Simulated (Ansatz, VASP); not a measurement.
One calculation of AlGa2As3, two programs

```xyz
6
Lattice="3.3718 0.0000 0.0000 0.0000 3.3718 0.0000 0.0000 0.0000 11.0479" Properties=species:S:1:pos:R:3 pbc="T T T"
Al    1.6859    1.6859    0.0000
Ga    1.6859    1.6859    3.8451
Ga    1.6859    1.6859    7.2028
As    0.0000    0.0000    9.7480
As    0.0000    0.0000    1.2999
As    0.0000    0.0000    5.5240
```

Change from the starting cell: species swapped into the Li3Tl2Cd type (P4/mmm, No. 123).

Alike in both runs: functional PBE; k mesh 12 × 12 × 4; occupations gaussian, width 0.1 eV; no spin polarisation.

Ansatz relaxed the structure, and its values are those at the end. VASP's run is a single point on that final structure, the one shown.

|  | VASP | Ansatz |
| --- | --- | --- |
| version | VASP 6.6.1 | Ansatz 0.2.0 |
| potentials or method | VASP PAW PBE potentials, release 64 (Al, Ga_d, As), cutoff 520 eV | scalar-relativistic, plane waves, PAW |
| valence electrons in the cell | 44 | 74 |

|  | VASP | Ansatz | Ansatz less VASP |
| --- | --- | --- | --- |
| gap on the k mesh at the Fermi level (eV) | none | none | - |
| pressure (GPa) | 0.1 | 0.0 | -0.14 |
| rms of the force components (eV/Å) | 0.014 | 0.001 | -0.0128 |

A gap of «none» marks a metal or a gap that the smearing closes. VASP's potentials hold 44 valence electrons a cell and Ansatz's 74, so a difference there can come from the potentials and not from the codes.
